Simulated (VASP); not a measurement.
# Cs2TlF3 in VASP: further runs, part 2 of 2

VASP 6.6.1. The steps go on from the part before.

### Step 3. Single point, r2SCAN+rVV10

This run uses another cell than the first one, of 24.39 Å³/atom.

Contents of POSCAR:

```
Cs2TlF3
1.0
    4.1035406989      0.0000000028      0.0000000000
   -2.0517703519      3.5537704893      0.0000000000
    0.0000000000      0.0000000000     10.0364016462
Cs Tl F
2 1 3
Direct
    0.3333333333      0.6666666667      0.8238645121
    0.6666666667      0.3333333333      0.1761354879
    0.0000000000      0.0000000000      0.5000000000
    0.3333333333      0.6666666667      0.3513648956
    0.6666666667      0.3333333333      0.6486351044
    0.0000000000      0.0000000000      0.0000000000
```

Contents of INCAR.step1:

```
ALGO = Normal
EDIFF = 1E-4
ENCUT = 520
GGA = PE
ISMEAR = -1
LASPH = True
LCHARG = False
LREAL = False
LWAVE = True
NBANDS = 35
NELM = 80
PREC = Accurate
SIGMA = 0.03
```

Contents of INCAR.step2:

```
ALGO = Normal
BPARAM = 11.95
CPARAM = 0.0093
EDIFF = 1E-6
ENCUT = 520
ISIF = 2
ISMEAR = -1
ISTART = 1
IVDW_NL = 2
LASPH = True
LCHARG = False
LMIXTAU = True
LREAL = False
LUSE_VDW = True
LWAVE = False
METAGGA = R2SCAN
NBANDS = 35
NELM = 80
PREC = Accurate
SIGMA = 0.03
```

Contents of KPOINTS:

```
k-points
0
Gamma
  6 6 2
```

Potentials or basis: VASP PAW PBE potentials, release 64 (Cs_sv, Tl_d, F).

Started as:

```
> cat potpaw_PBE.64/Cs_sv/POTCAR potpaw_PBE.64/Tl_d/POTCAR potpaw_PBE.64/F/POTCAR > POTCAR
> cp INCAR.step1 INCAR
> mpirun -np 1 vasp_std > vasp.out
> cp INCAR.step2 INCAR
> mpirun -np 1 vasp_std > vasp.out
```

It took 10 min on 1 thread of Oxide Virtual Turin-like, shared host; peak memory 0.59 GiB.

It converged, with:

```yaml
Free_energy: -125.6147 eV
Pressure: 0.1 GPa
Largest_force: 0.010 eV/Å
Band_gap_on_the_k_mesh: 4.09 eV (least direct gap 4.40 eV)
```

Forces on the atoms (eV/Å):
```
Cs   0.000  0.000  0.001
Cs   0.000  0.000 -0.001
Tl   0.000  0.000  0.000
F    0.000  0.000  0.010
F    0.000  0.000 -0.010
F    0.000  0.000  0.000
```

Levels at points of the mesh, in eV from the valence-band top:
| k point | band 24 | band 25 | band 26 | band 27 | band 28 | band 29 |
| --- | --- | --- | --- | --- | --- | --- |
| (0.00, 0.00, 0.00) | -1.64 | -1.63 | -0.81 | 4.50 | 5.94 | 6.16 |
| (0.50, 0.00, 0.00) | -1.51 | -1.36 | -0.08 | 4.50 | 5.25 | 5.45 |
| (0.00, 0.00, 0.50) | -1.60 | -1.60 | -0.69 | 4.09 | 6.12 | 6.42 |
| (0.50, 0.00, 0.50) | -1.43 | -1.28 | -0.07 | 4.33 | 5.12 | 6.21 |

Caveat: the PAW data sets were made with another functional, which shifts forces and pressure a little; spin-orbit coupling is left out, which moves the levels of the heavy elements. A k mesh can miss the band edges.

### Step 4. Single point, PBEsol

Contents of INCAR:

```
PREC = Accurate ; ENCUT = 520
EDIFF = 1E-6 ; ISMEAR = -1
SIGMA = 0.05 ; LREAL = False
LASPH = True ; NELM = 80
ALGO = Normal ; ISIF = 2
LWAVE = False ; LCHARG = False
GGA = PS ; NBANDS = 35
```

Contents of KPOINTS:

```
Automatic mesh
0
Gamma
  6 6 2
```

Contents of POSCAR:

```
Cs2TlF3
1.0
    4.1126609797     -0.0003376572      0.0006457206
   -2.0566405366      3.5590151986     -0.0009003279
    0.0015232423     -0.0016191113     10.0488643102
Cs Tl F
2 1 3
Direct
    0.3344526372      0.6615012925      0.8203889714
    0.6682122979      0.3283786759      0.1715447039
    0.0090874170     -0.0085687386      0.4959275513
    0.3341950916      0.6623427365      0.3456991144
    0.6672300074      0.3289580409      0.6463580424
    0.0013152152     -0.0048053918     -0.0039514218
```

Potentials or basis: VASP PAW PBE potentials, release 64 (Cs_sv, Tl_d, F).

Started as:

```
> cat potpaw_PBE.64/Cs_sv/POTCAR potpaw_PBE.64/Tl_d/POTCAR potpaw_PBE.64/F/POTCAR > POTCAR
> mpirun -np 1 vasp_std > vasp.out
```

OUTCAR:

```text
PREC = Accurate
   ENCUT = 520
   EDIFF = 1E-6
   ISMEAR = -1
   LREAL = False
   LASPH = True
   NELM = 80
   ISIF = 2
   GGA = PS

 ion  position               nearest neighbor table
   1  0.334  0.662  0.820-
   2  0.668  0.328  0.172-
   3  0.009  0.991  0.496-   4 2.78   5 2.79   5 2.80   4 2.83   4 2.84   5 2.85
   4  0.334  0.662  0.346-   3 2.78   3 2.83   3 2.84
   5  0.667  0.329  0.646-   3 2.79   3 2.80   3 2.85
   6  0.001  0.995  0.996-

[... 1122 lines left out ...]
  -------------------------------------------------------------------------------------
  Total       -0.0536082     -0.0436315     -0.0414940     -0.0019021      0.0009489     -0.0043243
  in kB       -0.5839732     -0.4752936     -0.4520089     -0.0207197      0.0103368     -0.0471056
  external PRESSURE =      -0.5037586 kB  Pullay stress =       0.0000000 kB

 VOLUME and BASIS-vectors are now :
 -----------------------------------------------------------------------------
  energy-cutoff  :      520.00
  volume of cell :      147.08
      direct lattice vectors                 reciprocal lattice vectors
     4.112660980 -0.000337657  0.000645721     0.243163115  0.140516148 -0.000014219
    -2.056640537  3.559015199 -0.000900328     0.000023063  0.280989941  0.000045271
     0.001523242 -0.001619111 10.048864310    -0.000015623  0.000016146  0.099513738

 POSITION                                       TOTAL-FORCE (eV/Angst)
 -----------------------------------------------------------------------------------
      0.01627      2.35285      8.24360         0.000703      0.001330      0.001193
      2.07304      1.16820      1.72397        -0.000485      0.000649     -0.000177
     -2.00089      3.52771      4.98262        -0.000867      0.000137      0.001525
      0.01276      2.35662      3.47350         0.000622     -0.001097      0.011561
      2.06853      1.16949      6.49530         0.000190     -0.000312     -0.013150
     -2.03983      3.54030     10.00826        -0.000163     -0.000707     -0.000951
 -----------------------------------------------------------------------------------
    total drift:                               -0.000037      0.000259     -0.001609

  FREE ENERGIE OF THE ION-ELECTRON SYSTEM (eV)
  ---------------------------------------------------
  free  energy   TOTEN  =       -24.2063006059 eV

  energy  without entropy=      -24.2063006058  energy(sigma->0) =      -24.20630061
```

Run time: 5.4 min. Hardware: 1 thread of Oxide Virtual Turin-like, shared host; peak memory 0.34 GiB.

Results:

```
Free energy            : -24.2063 eV
Pressure               : -0.1 GPa
Largest force          : 0.013 eV/Å
Band gap on the k mesh : 3.65 eV (least direct gap 4.00 eV)
```

Forces in eV/Å, atoms in the order of the input:
```
Cs   0.001  0.001  0.001
Cs   0.000  0.001  0.000
Tl  -0.001  0.000  0.002
F    0.001 -0.001  0.012
F    0.000  0.000 -0.013
F    0.000 -0.001 -0.001
```

Caveat: the PAW data sets were made with another functional, which shifts forces and pressure a little; spin-orbit coupling is left out, which moves the levels of the heavy elements. A k mesh can miss the band edges.

### Step 5. Relaxation of cell and atoms, PBEsol

This run uses another cell than the first one, of 28.15 Å³/atom.

Contents of INCAR:

```
ALGO     = Normal         # electronic algorithm
EDIFF    = 1E-6           # SCF threshold, eV
EDIFFG   = -0.01          # ionic threshold
ENCUT    = 600            # plane-wave cutoff, eV
GGA      = PS             # functional
IBRION   = 2              # ionic algorithm
ISIF     = 3              # what is computed and relaxed
ISMEAR   = -1             # smearing method
LASPH    = True           # aspherical terms in the spheres
LCHARG   = False          # write CHGCAR
LREAL    = False          # projectors in reciprocal space
LWAVE    = False          # write WAVECAR
NELM     = 60             # most SCF steps
NSW      = 100            # ionic steps
PREC     = Accurate       # precision mode
SIGMA    = 0.03           # smearing width, eV
```

Contents of KPOINTS:

```
k-points
0
Gamma
  6 6 2
```

Contents of POSCAR:

```
Cs2TlF3
1.0
    4.2832874300      0.0000000000      0.0000000000
   -2.1416437200      3.7094357300      0.0000000000
    0.0000000000      0.0000000000     10.6285175700
Cs Tl F
2 1 3
Direct
    0.3333333300      0.6666666700      0.8271350000
    0.6666666700      0.3333333300      0.1728650000
    0.0000000000      0.0000000000      0.5000000000
    0.3333333300      0.6666666700      0.3480920000
    0.6666666700      0.3333333300      0.6519080000
    0.0000000000      0.0000000000      0.0000000000
```

Started as:

```
> cat potpaw_PBE.64/Cs_sv/POTCAR potpaw_PBE.64/Tl_d/POTCAR potpaw_PBE.64/F/POTCAR > POTCAR
> mpirun -np 1 vasp_std > vasp.out
```

It took 14 min on 1 thread of Oxide Virtual Turin-like, shared host; peak memory 0.37 GiB.

It converged, with:

| Property | Result |
| --- | --- |
| Free energy | -24.2355 eV |
| Relaxed volume | 24.46 Å³/atom |
| Relaxed cell | a = 4.107 Å, b = 4.107 Å, c = 10.048 Å, α = 90.00°, β = 90.00°, γ = 120.00° |
| Space group after relaxing (to 0.1 Å) | P-3m1 (No. 164) |
| Energy gained by relaxing | 39.5 meV/atom |
| Ionic steps | 10 |
| Pressure after relaxing | 0.0 GPa |
| Largest force after relaxing | 0.004 eV/Å |
| Band gap on the k mesh | 3.64 eV (least direct gap 4.00 eV) |

Forces in eV/Å, atoms in the order of the input:
```
Cs   0.000  0.000  0.002
Cs   0.000  0.000 -0.002
Tl   0.000  0.000  0.000
F    0.000  0.000  0.004
F    0.000  0.000 -0.004
F    0.000  0.000  0.000
```

The path:
| step | energy change (eV) | largest force (eV/Å) | pressure (GPa) | volume (Å³) |
| --- | --- | --- | --- | --- |
| 1 | 0.0000 | 0.0708 | -2.91 | 168.87 |
| 2 | -0.1790 | 0.0666 | -1.68 | 156.68 |
| 3 | -0.2346 | 0.0611 | -0.07 | 147.12 |
| 4 | -0.2347 | 0.0606 | 0.01 | 146.70 |
| 5 | -0.2352 | 0.0480 | 0.01 | 146.70 |
| 6 | -0.2363 | 0.0347 | 0.00 | 146.71 |
| 7 | -0.2360 | 0.0608 | 0.01 | 146.73 |
| 8 | -0.2366 | 0.0392 | 0.00 | 146.72 |
| 9 | -0.2369 | 0.0211 | -0.01 | 146.75 |
| 10 | -0.2370 | 0.0038 | -0.02 | 146.79 |

Final structure:
```
CELL_PARAMETERS angstrom
4.10711 0.00000 0.00000
-2.05356 3.55687 0.00000
0.00000 0.00000 10.04817
ATOMIC_POSITIONS crystal
Cs 0.33333 0.66667 0.82421
Cs 0.66667 0.33333 0.17579
Tl 0.00000 0.00000 0.50000
F 0.33333 0.66667 0.35005
F 0.66667 0.33333 0.64995
F 0.00000 0.00000 0.00000
```

Levels at points of the mesh, in eV from the valence-band top:
| k point | band 22 | band 23 | band 24 | band 25 | band 26 | band 27 | band 28 | band 29 | band 30 | band 31 |
| --- | --- | --- | --- | --- | --- | --- | --- | --- | --- | --- |
| (0.00, 0.00, 0.00) | -1.63 | -1.44 | -1.44 | -1.44 | -0.77 | 4.08 | 5.43 | 5.83 | 7.13 | 7.70 |
| (0.50, 0.00, 0.00) | -1.51 | -1.34 | -1.31 | -1.16 | -0.08 | 4.09 | 4.94 | 5.17 | 7.08 | 7.44 |
| (0.00, 0.00, 0.50) | -1.70 | -1.66 | -1.40 | -1.40 | -0.62 | 3.64 | 5.76 | 6.00 | 7.41 | 7.41 |
| (0.50, 0.00, 0.50) | -1.74 | -1.41 | -1.23 | -1.09 | -0.06 | 3.94 | 4.80 | 5.89 | 6.37 | 7.45 |

Caveat: the PAW data sets were made with another functional, which shifts forces and pressure a little; spin-orbit coupling is left out, which moves the levels of the heavy elements. A k mesh can miss the band edges.

### Step 6. Summary

| task | level | cell | cutoff (eV) | smearing | gap on the mesh (eV) | pressure (GPa) | largest force (eV/Å) |
| --- | --- | --- | --- | --- | --- | --- | --- |
| single point | PBEsol | a = 4.110, b = 4.110, c = 10.053 Å, angles 90.0, 90.0, 120.0°, 6 atoms, atomic positions A | 520 | fermi-dirac 0.03 eV | 3.65 | -0.1 | 0.01 |
| single point | r2SCAN+rVV10 | a = 4.104, b = 4.104, c = 10.036 Å, angles 90.0, 90.0, 120.0°, 6 atoms, atomic positions B | 520 | fermi-dirac 0.03 eV | 4.09 | 0.1 | 0.01 |
| single point | PBEsol | a = 4.113, b = 4.111, c = 10.049 Å, angles 90.0, 90.0, 120.0°, 6 atoms, atomic positions C | 520 | fermi-dirac 0.05 eV | 3.65 | -0.1 | 0.01 |
| relaxation of cell and atoms | PBEsol | relaxed from a = 4.283, b = 4.283, c = 10.629 Å, angles 90.0, 90.0, 120.0°, 6 atoms, atomic positions D | 600 | fermi-dirac 0.03 eV | 3.64 | 0.0 | - |

Alike in all rows: potentials or basis VASP PAW PBE potentials, release 64 (Cs_sv, Tl_d, F); no spin polarisation; k mesh 6 × 6 × 2.

Caveats: the PAW data sets were made with another functional, which shifts forces and pressure a little; spin-orbit coupling is left out, which moves the levels of the heavy elements.

Absolute energies hang on the potentials; compare differences alone.
